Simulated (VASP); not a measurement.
# Si (Fd-3m) in VASP: a series of runs

Si is run at these levels: LDA; tasks: vibrations by perturbation theory.

Everything below comes from runs of VASP 6.6.1. Logs are shortened: lines on timing, memory, paths and dates and some standing lists are left out, and cuts for length are marked.

## 1. The cell of the first run

The structure is cubic, space group Fd-3m (No. 227). Conventional cell: a = 5.189 Å, b = 5.189 Å, c = 5.189 Å, α = 90.00°, β = 90.00°, γ = 90.00°. Si (site symmetry -43m) has 4 Si at 2.25 Å within 3.0 Å.

## 2. Vibrations by perturbation theory, LDA

INCAR reads:

```
SYSTEM = Si
PREC = Accurate ; ENCUT = 520
EDIFF = 1E-8 ; ISMEAR = 0
SIGMA = 0.01 ; LREAL = .False.
LASPH = .True. ; NELM = 80
ALGO = Normal ; ISIF = 2
LWAVE = .False. ; LCHARG = .False.
IBRION = 8 ; NSW = 1
```

KPOINTS reads:

```
Automatic mesh
0
Gamma
  12 12 12
  0 0 0
```

POSCAR reads:

```
Si
1.0
    0.0000000000      2.5943464380      2.5943464380
    2.5943464380      0.0000000000      2.5943464380
    2.5943464380      2.5943464380      0.0000000000
Si
2
Direct
    0.5000000000      0.5000000000      0.5000000000
    0.7500000000      0.7500000000      0.7500000000
```

Potentials or basis: VASP PAW LDA potentials, release 64 (Si).

Command:

```bash
$ cat potpaw_LDA.64/Si/POTCAR > POTCAR
$ mpirun -np 1 vasp_std > vasp.out
```

OUTCAR:

```text
SYSTEM = Si
   PREC = Accurate
   ENCUT = 520
   EDIFF = 1E-8
   ISMEAR = 0
   LREAL = .False.
   LASPH = .True.
   NELM = 80
   ISIF = 2
   IBRION = 8
   NSW = 1

 ion  position               nearest neighbor table
   1  0.500  0.500  0.500-   2 2.25   2 2.25   2 2.25   2 2.25
   2  0.750  0.750  0.750-   1 2.25   1 2.25   1 2.25   1 2.25

  LATTYP: Found a face centered cubic cell.
 ALAT       =     5.1886928760

  Lattice vectors:

 A1 = (   0.0000000000,   2.5943464380,   2.5943464380)
 A2 = (   2.5943464380,   0.0000000000,   2.5943464380)
 A3 = (   2.5943464380,   2.5943464380,   0.0000000000)

Analysis of symmetry for initial positions (statically):
=====================================================================
 Subroutine PRICEL returns:
 Original cell was already a primitive cell.

 Routine SETGRP: Setting up the symmetry group for a
 face centered cubic supercell.

 Subroutine GETGRP returns: Found 48 space group operations
 (whereof 24 operations were pure point group operations)
 out of a pool of 48 trial point group operations.

The static configuration has the point symmetry T_d .
 The point group associated with its full space group is O_h .

Analysis of symmetry for dynamics (positions and initial velocities):
=====================================================================
 Subroutine PRICEL returns:
 Original cell was already a primitive cell.

 Routine SETGRP: Setting up the symmetry group for a
 face centered cubic supercell.

 Subroutine GETGRP returns: Found 48 space group operations
 (whereof 24 operations were pure point group operations)
 out of a pool of 48 trial point group operations.

The dynamic configuration has the point symmetry T_d .
 The point group associated with its full space group is O_h .

 Subroutine INISYM returns: Found 48 space group operations
 (whereof 24 operations are pure point group operations),
 and found     1 'primitive' translations

[... 423 lines left out ...]
  Total        3.2933850      3.2933850      3.2933850     -0.0000000     -0.0000000      0.0000000
  in kB      151.0912026    151.0912026    151.0912026     -0.0000000     -0.0000000      0.0000000
  external PRESSURE =     151.0912026 kB  Pullay stress =       0.0000000 kB

 VOLUME and BASIS-vectors are now :
 -----------------------------------------------------------------------------
  energy-cutoff  :      520.00
  volume of cell :       34.92
      direct lattice vectors                 reciprocal lattice vectors
     0.000000000  2.594346438  2.594346438    -0.192726766  0.192726766  0.192726766
     2.594346438  0.000000000  2.594346438     0.192726766 -0.192726766  0.192726766
     2.594346438  2.594346438  0.000000000     0.192726766  0.192726766 -0.192726766

 POSITION                                       TOTAL-FORCE (eV/Angst)
 -----------------------------------------------------------------------------------
      2.59435      2.59435      2.59435        -0.000000     -0.000000     -0.000000
      3.89152      3.89152      3.89152         0.000000      0.000000      0.000000
 -----------------------------------------------------------------------------------
    total drift:                                0.000000      0.000000     -0.000000

  FREE ENERGIE OF THE ION-ELECTRON SYSTEM (eV)
  ---------------------------------------------------
  free  energy   TOTEN  =       -11.7278697660 eV

  energy  without entropy=      -11.7278697660  energy(sigma->0) =      -11.72786977

[... ionic steps 2 to 3 ...]

--------------------------------------- Ionic step        4  -------------------------------------------

 Free energy of the ion-electron system (eV)
  ---------------------------------------------------
  ---------------------------------------------------
  free energy    TOTEN  =        -0.01818396 eV

  energy without entropy =       -0.01818396

------------------------ aborting loop because EDIFF is reached ----------------------------------------

 INTERNAL STRAIN TENSOR  FOR ION    1  DIRECTION 1   (eV/Angst):
 -----------------------------------------------------------------------------
    -0.00769  0.00000  0.00000
     0.00000  0.00463 15.77044
     0.00000 15.77044  0.00463

 INTERNAL STRAIN TENSOR FOR ION    2 for displacements in x,y,z  (eV/Angst):
          X           Y           Z          XY          YZ          ZX
  --------------------------------------------------------------------------------
  x     0.00000     0.00000     0.00000     0.00000   -15.77044     0.00000
  y     0.00000     0.00000     0.00000     0.00000     0.00000   -15.77044
  z     0.00000     0.00000     0.00000   -15.77044     0.00000     0.00000

 SECOND DERIVATIVES (NOT SYMMETRIZED)
 ------------------------------------
               1X          1Y          1Z          2X          2Y          2Z
  1X   -17.299073    0.000000    0.000000   17.299073    0.000000    0.000000
  1Y     0.000000  -17.299073    0.000000    0.000000   17.299073    0.000000
  1Z     0.000000    0.000000  -17.299073    0.000000    0.000000   17.299073
  2X    17.299073    0.000000    0.000000  -17.299073    0.000000    0.000000
  2Y     0.000000   17.299073    0.000000    0.000000  -17.299073    0.000000
  2Z     0.000000    0.000000   17.299073    0.000000    0.000000  -17.299073

 Eigenvectors and eigenvalues of the dynamical matrix
 ----------------------------------------------------

   1 f  =   17.351616 THz   109.023418 2PiTHz  578.787605 cm-1    71.760485 meV
             X         Y         Z           dx          dy          dz
      2.594346  2.594346  2.594346     0.000000   -0.707107    0.000000
      3.891520  3.891520  3.891520     0.000000    0.707107    0.000000
[... 21 lines left out ...]
   6 f  =    0.000000 THz     0.000000 2PiTHz    0.000000 cm-1     0.000000 meV
             X         Y         Z           dx          dy          dz
      2.594346  2.594346  2.594346     0.000000    0.000000    0.707107
      3.891520  3.891520  3.891520     0.000000    0.000000    0.707107

--------------------------------------------------------------------------------------------------------

 ELASTIC MODULI CONTR FROM IONIC RELAXATION (kBar)
 Direction    XX          YY          ZZ          XY          YZ          ZX
 --------------------------------------------------------------------------------
 XX          -0.0000      0.0000      0.0000      0.0000      0.0000      0.0000
 YY           0.0000     -0.0000      0.0000      0.0000      0.0000      0.0000
 ZZ           0.0000      0.0000     -0.0000      0.0000      0.0000      0.0000
 XY           0.0000      0.0000      0.0000   -659.5706      0.0000      0.0000
 YZ           0.0000      0.0000      0.0000      0.0000   -659.5706      0.0000
 ZX           0.0000      0.0000      0.0000      0.0000      0.0000   -659.5706
 --------------------------------------------------------------------------------
```

OSZICAR:

```text
N       E                     dE             d eps       ncg     rms          rms(c)
DAV:   1     0.913204680714E+01    0.91320E+01   -0.36040E+03  1160   0.822E+02
DAV:   2    -0.118373355544E+02   -0.20969E+02   -0.20300E+02  1832   0.909E+01
DAV:   3    -0.120916169091E+02   -0.25428E+00   -0.25428E+00  1424   0.129E+01
DAV:   4    -0.120926961424E+02   -0.10792E-02   -0.10792E-02  1896   0.940E-01
[... 20 lines left out ...]
RMM:   5    -0.181805124272E-01    0.27065E-04    0.68443E-06  7420   0.122E-02    0.213E-03
RMM:   6    -0.181835255241E-01   -0.30131E-05    0.16719E-06  7489   0.168E-03    0.151E-03
RMM:   7    -0.181835862446E-01   -0.60720E-07    0.56744E-07  7594   0.458E-04    0.737E-05
RMM:   8    -0.181839688838E-01   -0.38264E-06    0.11802E-07  7767   0.105E-04    0.295E-05
RMM:   9    -0.181839622300E-01    0.66538E-08    0.36903E-08  7954   0.444E-05    0.722E-06
 Linear response finished
```

Run time: 74 s. Hardware: 1 thread of Intel Xeon Platinum 8375C at 2.90GHz (Ice Lake), shared host; peak memory 0.26 GiB.

What came out:

- Highest phonon frequency at Γ: 579 cm⁻¹

Phonon frequencies in cm⁻¹ (negative: imaginary):
| q point | frequencies |
| --- | --- |
| (0.000, 0.000, 0.000) | 0 0 0 579 579 579 |

Caveat: the cell wasn't relaxed at this level first, which shifts response properties.

## 3. Vibrations by perturbation theory, LDA

This run uses another cell than the first one, of 18.35 Å³/atom, 1.051 times its volume.

INCAR reads:

```
SYSTEM = Si
  PREC = Accurate
  ENCUT = 520
  EDIFF = 1E-8
  ISMEAR = 0
  SIGMA = 0.01
  LREAL = .FALSE.
  LASPH = .TRUE.
  NELM = 100
  ALGO = Normal
  ISIF = 2
  LWAVE = .FALSE.
  LCHARG = .FALSE.
  IBRION = 8
  NSW = 1
  LEPSILON = .TRUE.
```

KPOINTS reads:

```
regular mesh
0
G
  12 12 12
  0 0 0
```

POSCAR reads:

```
Si
1.0
    0.0000000000      2.6376288514      2.6376288514
    2.6376288514      0.0000000000      2.6376288514
    2.6376288514      2.6376288514      0.0000000000
Si
2
Direct
    0.5000000000      0.5000000000      0.5000000000
    0.7500000000      0.7500000000      0.7500000000
```

Potentials or basis: VASP PAW LDA potentials, release 64 (Si).

Command:

```bash
$ cat potpaw_LDA.64/Si/POTCAR > POTCAR
$ mpirun -np 1 vasp_std > vasp.out
```

OUTCAR:

```text
SYSTEM = Si
   PREC = Accurate
   ENCUT = 520
   EDIFF = 1E-8
   ISMEAR = 0
   LREAL = .FALSE.
   LASPH = .TRUE.
   NELM = 100
   ISIF = 2
   IBRION = 8
   NSW = 1
   LEPSILON = .TRUE.

 ion  position               nearest neighbor table
   1  0.500  0.500  0.500-   2 2.28   2 2.28   2 2.28   2 2.28
   2  0.750  0.750  0.750-   1 2.28   1 2.28   1 2.28   1 2.28

  LATTYP: Found a face centered cubic cell.
 ALAT       =     5.2752577028

[... 587 lines left out ...]
      3.956443  3.956443  3.956443     0.000000    0.707107    0.000000
[... 21 lines left out ...]
   6 f  =    0.000000 THz     0.000000 2PiTHz    0.000000 cm-1     0.000000 meV
             X         Y         Z           dx          dy          dz
      2.637629  2.637629  2.637629     0.000000    0.000000    0.707107
      3.956443  3.956443  3.956443     0.000000    0.000000    0.707107

--------------------------------------------------------------------------------------------------------

 MACROSCOPIC STATIC DIELECTRIC TENSOR IONIC CONTRIBUTION
 ------------------------------------------------------
           0.000000    -0.000000     0.000000
          -0.000000     0.000000    -0.000000
           0.000000    -0.000000     0.000000
 ------------------------------------------------------

 ELASTIC MODULI CONTR FROM IONIC RELAXATION (kBar)
 Direction    XX          YY          ZZ          XY          YZ          ZX
 --------------------------------------------------------------------------------
 XX          -0.0000     -0.0000      0.0000      0.0000      0.0000      0.0000
 YY          -0.0000     -0.0000      0.0000      0.0000      0.0000      0.0000
 ZZ           0.0000      0.0000     -0.0000      0.0000     -0.0000     -0.0000
 XY           0.0000      0.0000      0.0000   -476.0761      0.0000      0.0000
 YZ           0.0000      0.0000     -0.0000      0.0000   -476.0761      0.0000
 ZX           0.0000      0.0000     -0.0000      0.0000      0.0000   -476.0761
 --------------------------------------------------------------------------------

 PIEZOELECTRIC TENSOR IONIC CONTR  for field in x, y, z        (C/m^2)
          XX          YY          ZZ          XY          YZ          ZX
  --------------------------------------------------------------------------------
  x    -0.00000    -0.00000     0.00000    -0.00000     0.00000     0.00000
  y    -0.00000     0.00000     0.00000    -0.00000    -0.00000     0.00000
  z    -0.00000    -0.00000     0.00000     0.00000     0.00000     0.00000
```

OSZICAR:

```text
N       E                     dE             d eps       ncg     rms          rms(c)
DAV:   1     0.841206351939E+01    0.84121E+01   -0.35185E+03  1152   0.819E+02
DAV:   2    -0.119159087312E+02   -0.20328E+02   -0.19960E+02  1808   0.885E+01
DAV:   3    -0.121777910613E+02   -0.26188E+00   -0.26188E+00  1432   0.132E+01
DAV:   4    -0.121789951559E+02   -0.12041E-02   -0.12041E-02  1952   0.989E-01
[... 132 lines left out ...]
RMM:   8    -0.179888798074E-01   -0.32876E-06    0.11759E-07  7801   0.927E-05    0.285E-05
RMM:   9    -0.179888677570E-01    0.12050E-07    0.82975E-08  7985   0.346E-05    0.652E-06
RMM:  10    -0.179888959996E-01   -0.28243E-07    0.57888E-08  8057   0.179E-05    0.298E-06
RMM:  11    -0.179888857484E-01    0.10251E-07    0.90739E-09  7263   0.131E-05    0.267E-07
RMM:  12    -0.179888868298E-01   -0.10814E-08    0.28082E-09  4446   0.112E-05    0.122E-07
 Linear response finished
```

stdout:

```text
POSCAR found type information on POSCAR Si
 POSCAR found :  1 types and       2 ions
 scaLAPACK will be used
 LDA part: xc-table for (Slater(with rela. corr.)+CA(PZ))
 , standard interpolation
 POSCAR, INCAR and KPOINTS ok, starting setup
 FFT: planning ... GRIDC
 FFT: planning ... GRID_SOFT
 FFT: planning ... GRID
 WAVECAR not read
[... 20 lines left out ...]
 Linear response to external field, progress :
  Direction:   2
 dielectric tensor                  component  2 :     5.672    13.276    -0.050
 Linear response to external field, progress :
  Direction:   3
 dielectric tensor                  component  3 :     1.024     4.479    13.276
 Linear response DOF=           1
 Linear response progress:
 first order change of Fermi-energy   0.32047E-03
 force on displaced ion       1 direction 1 : -15.666   0.000   0.000
 Born effective charge ion    1 direction 1 :  -0.008   0.000   0.000
 Born effective charges drift removed
 Linear response finished
```

It took 4.2 min on 1 thread of Intel Xeon Platinum 8375C at 2.90GHz (Ice Lake), shared host; peak memory 0.28 GiB.

Results:

| Item | Value |
| --- | --- |
| Electronic dielectric tensor (diagonal) | 13.28 |
| Born charges (mean of the diagonal) | Si +0.00 e |
| Highest phonon frequency at Γ | 551 cm⁻¹ |

Phonon frequencies in cm⁻¹ (negative: imaginary):
```csv
q point,frequencies
"(0.000, 0.000, 0.000)",0 0 0 551 551 551
```

Electronic dielectric tensor:
```
13.28  0.00  0.00
 0.00 13.28  0.00
 0.00  0.00 13.28
```

Born effective charge tensors (e):
atom 1, Si
```
0.00 0.00 0.00
0.00 0.00 0.00
0.00 0.00 0.00
```
atom 2, Si
```
0.00 0.00 0.00
0.00 0.00 0.00
0.00 0.00 0.00
```

Caveat: the cell wasn't relaxed at this level first, which shifts response properties.
